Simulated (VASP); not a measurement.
# CO in VASP: notebook

CO is run at these levels: PBE+D3(BJ); tasks: single point.

All numbers are computed with VASP 6.6.1; they aren't measurements. Logs are shortened: lines on timing, memory, paths and dates and some standing lists are left out, and cuts for length are marked.

## Step 1: The cell of the first run

The cell holds a disordered packing, 20 atoms: a = 7.742 Å, b = 7.742 Å, c = 7.742 Å, α = 90.00°, β = 90.00°, γ = 90.00°.

## Step 2: Single point, PBE+D3(BJ)

The input, INCAR:

```
SYSTEM = CO
PREC = Accurate
ENCUT = 520
EDIFF = 1E-6
ISMEAR = -1
SIGMA = 0.05
LREAL = Auto
LASPH = .True.
NELM = 80
ALGO = Normal
ISIF = 2
LWAVE = .False.
LCHARG = .True.
GGA = PE
IVDW = 12
LELF = .True.
LVHAR = .True.
NBANDS = 66
```

The input, KPOINTS:

```
Automatic mesh
0
Gamma
  1 1 1
  0 0 0
```

The input, POSCAR:

```
CO
1.0
    7.7417530000      0.0000000000      0.0000000000
    0.0000000000      7.7417530000      0.0000000000
    0.0000000000      0.0000000000      7.7417530000
O C
10 10
Direct
    0.9354470493      0.3003583297      0.8174376010
    0.3308036307      0.8652949791      0.9021729316
    0.8328862985      0.6144732336      0.5358088795
    0.6154161725      0.5710722106      0.0883262486
    0.1656601547      0.9273222744      0.5891947211
    0.8582423128      0.1600541893      0.1684502205
    0.5907318407      1.1000350954      0.5130879272
    0.3806114713      0.5389089525      0.6543737575
    0.2240061133      0.2654566737      0.1559078415
    1.1188034545      0.6760613520      0.1342848319
    1.0801817108      0.2645783197      0.7998963542
    0.4690023048      0.9063709473      0.8770365058
    0.9674423868      0.6014270928      0.5897889018
    0.5860042293      0.7014173663      0.1573674593
    0.1973325680      0.9163299320      0.4507377076
    0.7258175248      0.1064616761      0.1358865363
    0.6352824741      0.9614747461      0.5184613872
    0.3670357347      0.5172342750      0.5124808296
    0.2674458873      0.2266024245      0.2935640029
    1.0030673931      0.7439400353      0.0734458978
```

Potentials or basis: VASP PAW PBE potentials, release 64 (O, C).

Started as:

```console
cat potpaw_PBE.64/O/POTCAR potpaw_PBE.64/C/POTCAR > POTCAR
mpirun -np 1 vasp_gam > vasp.out
```

OUTCAR:

```text
SYSTEM = CO
   PREC = Accurate
   ENCUT = 520
   EDIFF = 1E-6
   ISMEAR = -1
   LREAL = Auto
   LASPH = .True.
   NELM = 80
   ISIF = 2
   GGA = PE
   IVDW = 12
 IVDW          = 12

 ion  position               nearest neighbor table
   1  0.935  0.300  0.817-  11 1.16
   2  0.331  0.865  0.902-  12 1.13
   3  0.833  0.614  0.536-  13 1.13
   4  0.615  0.571  0.088-  14 1.16
   5  0.166  0.927  0.589-  15 1.10
   6  0.858  0.160  0.168-  16 1.13
   7  0.591  0.100  0.513-  17 1.13
   8  0.381  0.539  0.654-  18 1.12
   9  0.224  0.265  0.156-  19 1.16
  10  0.119  0.676  0.134-  20 1.14
  11  0.080  0.265  0.800-   1 1.16
  12  0.469  0.906  0.877-   2 1.13
  13  0.967  0.601  0.590-   3 1.13
  14  0.586  0.701  0.157-   4 1.16
  15  0.197  0.916  0.451-   5 1.10
  16  0.726  0.106  0.136-   6 1.13
  17  0.635  0.961  0.518-   7 1.13
  18  0.367  0.517  0.512-   8 1.12
  19  0.267  0.227  0.294-   9 1.16
  20  0.003  0.744  0.073-  10 1.14

  LATTYP: Found a simple cubic cell.
 ALAT       =     7.7417530000

  Lattice vectors:

 A1 = (   7.7417530000,   0.0000000000,   0.0000000000)
 A2 = (   0.0000000000,   7.7417530000,   0.0000000000)
 A3 = (   0.0000000000,   0.0000000000,   7.7417530000)

Analysis of symmetry for initial positions (statically):
=====================================================================
 Subroutine PRICEL returns:
 Original cell was already a primitive cell.

 Routine SETGRP: Setting up the symmetry group for a
 simple cubic supercell.

 Subroutine GETGRP returns: Found  1 space group operations
 (whereof  1 operations were pure point group operations)
 out of a pool of 48 trial point group operations.

The static configuration has the point symmetry C_1 .

Analysis of symmetry for dynamics (positions and initial velocities):
=====================================================================
 Subroutine PRICEL returns:
 Original cell was already a primitive cell.

 Routine SETGRP: Setting up the symmetry group for a
 simple cubic supercell.

 Subroutine GETGRP returns: Found  1 space group operations
 (whereof  1 operations were pure point group operations)
 out of a pool of 48 trial point group operations.

The dynamic configuration has the point symmetry C_1 .

 Subroutine INISYM returns: Found  1 space group operations
 (whereof  1 operations are pure point group operations),
 and found     1 'primitive' translations

----------------------------------------------------------------------------------------

                                     Primitive cell

  volume of cell :     463.9999

  direct lattice vectors                    reciprocal lattice vectors
     7.741753000  0.000000000  0.000000000     0.129169711  0.000000000  0.000000000
     0.000000000  7.741753000  0.000000000     0.000000000  0.129169711  0.000000000
     0.000000000  0.000000000  7.741753000     0.000000000  0.000000000  0.129169711

  length of vectors
     7.741753000  7.741753000  7.741753000     0.129169711  0.129169711  0.129169711

  position of ions in fractional coordinates (direct lattice)
     0.935447049  0.300358330  0.817437601
     0.330803631  0.865294979  0.902172932
     0.832886299  0.614473234  0.535808880
     0.615416172  0.571072211  0.088326249
     0.165660155  0.927322274  0.589194721
     0.858242313  0.160054189  0.168450220
     0.590731841  0.100035095  0.513087927
     0.380611471  0.538908953  0.654373757
     0.224006113  0.265456674  0.155907842
     0.118803454  0.676061352  0.134284832
     0.080181711  0.264578320  0.799896354
     0.469002305  0.906370947  0.877036506
     0.967442387  0.601427093  0.589788902
     0.586004229  0.701417366  0.157367459
     0.197332568  0.916329932  0.450737708
     0.725817525  0.106461676  0.135886536
     0.635282474  0.961474746  0.518461387
     0.367035735  0.517234275  0.512480830
     0.267445887  0.226602425  0.293564003
     0.003067393  0.743940035  0.073445898

  ion indices of the primitive-cell ions
   primitive index   ion index
                 1           1
                 2           2
                 3           3
                 4           4
                 5           5
                 6           6
                 7           7
                 8           8
                 9           9
                10          10
                11          11
                12          12
                13          13
                14          14
                15          15
                16          16
                17          17
                18          18
                19          19
                20          20

----------------------------------------------------------------------------------------

 KPOINTS: Automatic mesh

Automatic generation of k-mesh.
 Grid dimensions read from file:
 generate k-points for:    1    1    1

 Generating k-lattice:

  Cartesian coordinates                     Fractional coordinates (reciprocal lattice)
     0.129169711  0.000000000  0.000000000     1.000000000  0.000000000  0.000000000
     0.000000000  0.129169711  0.000000000     0.000000000  1.000000000  0.000000000
     0.000000000  0.000000000  0.129169711     0.000000000  0.000000000  1.000000000

  Length of vectors
     0.129169711  0.129169711  0.129169711

  Shift w.r.t. Gamma in fractional coordinates (k-lattice)
     0.000000000  0.000000000  0.000000000

 Subroutine IBZKPT returns following result:
 ===========================================

 Found      1 irreducible k-points:

 Following reciprocal coordinates:
            Coordinates               Weight
  0.000000  0.000000  0.000000      1.000000
   k-points           NKPTS =      1   k-points in BZ     NKDIM =      1   number of bands    NBANDS=     66
   number of dos      NEDOS =    301   number of ions     NIONS =     20
   total plane-waves  NPLWV = 216000
   dimension x,y,z NGX =    60 NGY =   60 NGZ =   60
   dimension x,y,z NGXF=   120 NGYF=  120 NGZF=  120
   ions per type =              10  10
   NGX,Y,Z   is equivalent  to a cutoff of  12.88, 12.88, 12.88 a.u.
   NGXF,Y,Z  is equivalent  to a cutoff of  25.77, 25.77, 25.77 a.u.
 SYSTEM =  CO
   PREC   = accura    normal or accurate (medium, high low for compatibility)
   ISTART =      0    job   : 0-new  1-cont  2-samecut
   ICHARG =      2    charge: 1-file 2-atom 10-const
   ISPIN  =      1    spin polarized calculation?
   LNONCOLLINEAR =      F non collinear calculations
   LSORBIT =      F    spin-orbit coupling
   LASPH  =      T    aspherical Exc in radial PAW
   ENCUT  =  520.0 eV  38.22 Ry    6.18 a.u.  14.39 14.39 14.39*2*pi/ulx,y,z
   NELM   =     80;   NELMIN=  2; NELMDL= -5     # of ELM steps
   EDIFF  = 0.1E-05   stopping-criterion for ELM
   LREAL  =      T    real-space projection
   EDIFFG = 0.1E-04   stopping-criterion for IOM
   NSW    =      0    number of steps for IOM
   IBRION =     -1    ionic relax: 0-MD 1-quasi-New 2-CG
   NFREE  =      0    steps in history (QN), initial steepest desc. (CG)
   ISIF   =      2    stress and relaxation
   ISYM   =      2    0-nonsym 1-usesym 2-fastsym
   POTIM  = 0.5000    time-step for ionic-motion
   TEBEG  =    0.0;   TEEND  =   0.0 temperature during run
   PSTRESS=    0.0 pullay stress
   NELECT =     100.0000    total number of electrons
   NUPDOWN=      -1.0000    fix difference up-down
   EMIN   =  10.00;   EMAX   =-10.00  energy-range for DOS
   EFERMI =   0.00;   METHOD = LEGACY
   ISMEAR =    -1;   SIGMA  =   0.05  broadening in eV -4-tet -1-fermi 0-gaus
   EFERMI_NEDOS =   21; number of points for ismear=-14 and -15
   IALGO  =     38    algorithm
   IMIX   =      4    mixing-type and parameters
     AMIX     =   0.40;   BMIX     =  1.00
     AMIX_MAG =   1.60;   BMIX_MAG =  1.00
  volume/ion in A,a.u.               =      23.20       156.56
  Fermi-wavevector in a.u.,A,eV,Ry     =   0.981527  1.854817 13.107784  0.963395
  Thomas-Fermi vector in A             =   2.112540
   LORBIT       =      0    0 simple, 1 ext, 2 COOP (PROOUT), +10 PAW based schemes
   GGA     = PE    functional components
   LHFCALC =     F    Hartree Fock is set to
   AEXX    =    0.0000 exact exchange contribution
   IVDW    =    12    specifies the selected vdW correction
   LEPSILON=     F    determine dielectric tensor
   LRPA    =     F    only Hartree local field effects (RPA)
 non-spin polarized calculation
  energy-cutoff  :      520.00
  volume of cell :      464.00
 maximum number of plane-waves:      6267
 NGX is ok and might be reduce to    60
   NGX = 29   NGY = 29   NGZ = 29

 number of electron     100.0000010 magnetization

 Free energy of the ion-electron system (eV)
  ---------------------------------------------------
  ext. energy  EPLUGINS =         0.00000000
  ---------------------------------------------------
  free energy    TOTEN  =      -147.16229861 eV

  energy without entropy =     -147.16229861  energy(sigma->0) =     -147.16229861

 E-fermi :  -3.6086     XC(G=0):  -6.2983

 val. band max:       -4.8095298843   @ k =   0.0000   0.0000   0.0000
 cond. band min:       0.5682713284   @ k =   0.0000   0.0000   0.0000
 fundamental gap:      5.3778012126
 Fermi energy:        -3.6085629116

 k-point     1 :       0.0000    0.0000    0.0000
  band No.  band energies     occupation
      1     -26.5196      2.00000
      2     -26.1408      2.00000
      3     -26.1207      2.00000
      4     -26.0740      2.00000
      5     -25.9547      2.00000
      6     -25.9061      2.00000
      7     -25.8159      2.00000
      8     -25.5648      2.00000
      9     -25.4531      2.00000
     10     -25.4133      2.00000
     11     -10.9110      2.00000
     12     -10.7821      2.00000
     13     -10.7307      2.00000
     14     -10.6918      2.00000
     15     -10.6448      2.00000
     16     -10.6264      2.00000
     17     -10.5846      2.00000
     18     -10.5347      2.00000
     19     -10.5203      2.00000
     20     -10.4355      2.00000
     21      -9.0353      2.00000
     22      -8.9787      2.00000
     23      -8.7601      2.00000
     24      -8.6423      2.00000
     25      -8.5782      2.00000
     26      -8.5323      2.00000
     27      -8.4936      2.00000
     28      -8.4632      2.00000
     29      -8.4298      2.00000
     30      -8.4105      2.00000
     31      -8.3555      2.00000
     32      -8.3195      2.00000
     33      -8.2265      2.00000
     34      -8.1678      2.00000
     35      -8.1235      2.00000
     36      -8.0424      2.00000
     37      -8.0000      2.00000
     38      -7.9493      2.00000
     39      -7.9349      2.00000
     40      -7.8605      2.00000
     41      -6.7486      2.00000
     42      -6.1838      2.00000
     43      -5.6966      2.00000
     44      -5.6350      2.00000
     45      -5.5154      2.00000
     46      -5.4775      2.00000
     47      -5.3366      2.00000
     48      -5.2468      2.00000
     49      -5.1334      2.00000
     50      -4.8095      2.00000
     51       0.5683      0.00000
     52       0.7230      0.00000
     53       0.7995      0.00000
     54       0.9234      0.00000
     55       1.0902      0.00000
     56       1.1346      0.00000
     57       1.1656      0.00000
     58       1.2014      0.00000
     59       1.2831      0.00000
     60       1.3895      0.00000
     61       1.4441      0.00000
     62       1.5192      0.00000
 [bands above 62 left out]

------------------------ aborting loop because EDIFF is reached ----------------------------------------

 Edisp (eV)   -1.19016

 E8    (eV) :    -0.3117

  FORCE on cell =-STRESS in cart. coord.  units (eV):
  Direction    XX          YY          ZZ          XY          YZ          ZX
  --------------------------------------------------------------------------------------
  -------------------------------------------------------------------------------------
  Total       3.61053     1.84760     9.38630     1.34670    -0.76268     0.18951
  in kB      12.46703     6.37969    32.41060     4.65010    -2.63351     0.65437
  external pressure =       17.09 kB  Pullay stress =        0.00 kB

 VOLUME and BASIS-vectors are now :
 -----------------------------------------------------------------------------
  energy-cutoff  :      520.00
  volume of cell :      464.00
      direct lattice vectors                 reciprocal lattice vectors
     7.741753000  0.000000000  0.000000000     0.129169711  0.000000000  0.000000000
     0.000000000  7.741753000  0.000000000     0.000000000  0.129169711  0.000000000
     0.000000000  0.000000000  7.741753000     0.000000000  0.000000000  0.129169711

 POSITION                                       TOTAL-FORCE (eV/Angst)
 -----------------------------------------------------------------------------------
      7.24200      2.32530      6.32840         1.864118     -0.528903     -0.205135
      2.56100      6.69890      6.98440        -1.042156     -0.175277      0.190958
      6.44800      4.75710      4.14810        -1.774408      0.077495     -0.737461
      4.76440      4.42110      0.68380        -0.425787      1.799738      1.011564
      1.28250      7.17910      4.56140        -1.266687      0.545410      5.104730
      6.64430      1.23910      1.30410         0.944687      0.363786      0.299782
      4.57330      0.77445      3.97220        -0.521750      1.858299     -0.025236
      2.94660      4.17210      5.06600         0.436516      0.420735      3.293466
      1.73420      2.05510      1.20700         0.514690     -0.364911      1.351720
      0.91975      5.23390      1.03960         0.046195     -0.216371      0.099348
      0.62075      2.04830      6.19260        -1.862888      0.417591      0.178225
      3.63090      7.01690      6.78980         1.092070      0.327381     -0.252653
      7.48970      4.65610      4.56600         1.598788     -0.176399      0.648358
      4.53670      5.43020      1.21830         0.462625     -1.999569     -0.853454
      1.52770      7.09400      3.48950         1.212847     -0.490408     -5.182195
      5.61910      0.82420      1.05200        -1.017714     -0.296822     -0.264712
      4.91820      7.44350      4.01380         0.540339     -1.734749      0.103685
      2.84150      4.00430      3.96750        -0.251628     -0.365275     -3.272970
      2.07050      1.75430      2.27270        -0.412840      0.468691     -1.402929
      0.02375      5.75940      0.56860        -0.137017      0.069558     -0.085094
 -----------------------------------------------------------------------------------
    total drift:                               -0.003956     -0.003546     -0.002362

  FREE ENERGIE OF THE ION-ELECTRON SYSTEM (eV)
  ---------------------------------------------------
  free  energy   TOTEN  =      -148.3524601472 eV

  energy  without entropy=     -148.3524601471  energy(sigma->0) =     -148.35246015
```

Wall time 36 s (1 thread of Intel Xeon 6975P-C (Granite Rapids), shared host); peak memory 0.44 GiB.

Results:

| Property | Result |
| --- | --- |
| Free energy | -148.3525 eV |
| Pressure | 1.7 GPa |
| Largest force | 5.345 eV/Å |
| Dispersion energy per atom | -0.060 eV |

Forces on the atoms (eV/Å):
```
O    1.864 -0.529 -0.205
O   -1.042 -0.175  0.191
O   -1.774  0.077 -0.737
O   -0.426  1.800  1.012
O   -1.267  0.545  5.105
O    0.945  0.364  0.300
O   -0.522  1.858 -0.025
O    0.437  0.421  3.293
O    0.515 -0.365  1.352
O    0.046 -0.216  0.099
C   -1.863  0.418  0.178
C    1.092  0.327 -0.253
C    1.599 -0.176  0.648
C    0.463 -2.000 -0.853
C    1.213 -0.490 -5.182
C   -1.018 -0.297 -0.265
C    0.540 -1.735  0.104
C   -0.252 -0.365 -3.273
C   -0.413  0.469 -1.403
C   -0.137  0.070 -0.085
```

Stress tensor (GPa, compression positive):
```
 1.25  0.47  0.07
 0.47  0.64 -0.26
 0.07 -0.26  3.24
```

Caveat: the k points lie up to 0.81 Å⁻¹ apart, too coarse for converged energies, forces and pressures.

[end of part 1 of 2]
